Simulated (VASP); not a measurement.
Write the native input for VASP 6.6.1 that does the following.

```yaml
Task: single point
Functional: LDA
Potentials_or_basis: VASP PAW LDA potentials, release 64 (Be, S)
Cutoff: 520 eV
k_mesh: 6 × 6 × 2
Occupations: gaussian, width 0.01 eV
Spin: no spin polarisation
Dipole_correction: no
Further_INCAR_settings: ALGO = Normal; EDIFF = 1e-06; NBANDS = 16
```

The structure of BeS lies in POSCAR:

```
BeS
1.0
    3.4621570637      0.0000000000      0.0000000000
   -1.7310785319      2.9983159691      0.0000000000
    0.0000000000      0.0000000000      6.9924321555
Be S
2 2
Direct
    0.3333333333      0.6666666667      0.2500000000
    0.6666666667      0.3333333333      0.7500000000
    0.6666666667      0.3333333333      0.2500000000
    0.3333333333      0.6666666667      0.7500000000
```

The input as run:

INCAR

```
SYSTEM = BeS
  PREC = Accurate
  ENCUT = 520
  EDIFF = 1E-6
  ISMEAR = 0
  SIGMA = 0.01
  LREAL = .FALSE.
  LASPH = .TRUE.
  NELM = 60
  ALGO = Normal
  ISIF = 2
  LWAVE = .FALSE.
  LCHARG = .FALSE.
  GGA = CA
  NBANDS = 16
```

KPOINTS

```
regular mesh
0
G
  6 6 2
  0 0 0
```

Potentials or basis: VASP PAW LDA potentials, release 64 (Be, S).

The run is started by

```sh
$ cat potpaw_LDA.64/Be/POTCAR potpaw_LDA.64/S/POTCAR > POTCAR
$ mpirun -np 1 vasp_std > vasp.out
```

It gave:

The pressure is -2.9 GPa. The band gap on the k mesh is 3.95 eV, indirect (least direct gap 4.12 eV).

Caveat: the k points lie up to 0.45 Å⁻¹ apart.

It used 47 s of CPU time on 1 thread of AMD EPYC 7R13 Processor (Zen 3) (shared host).
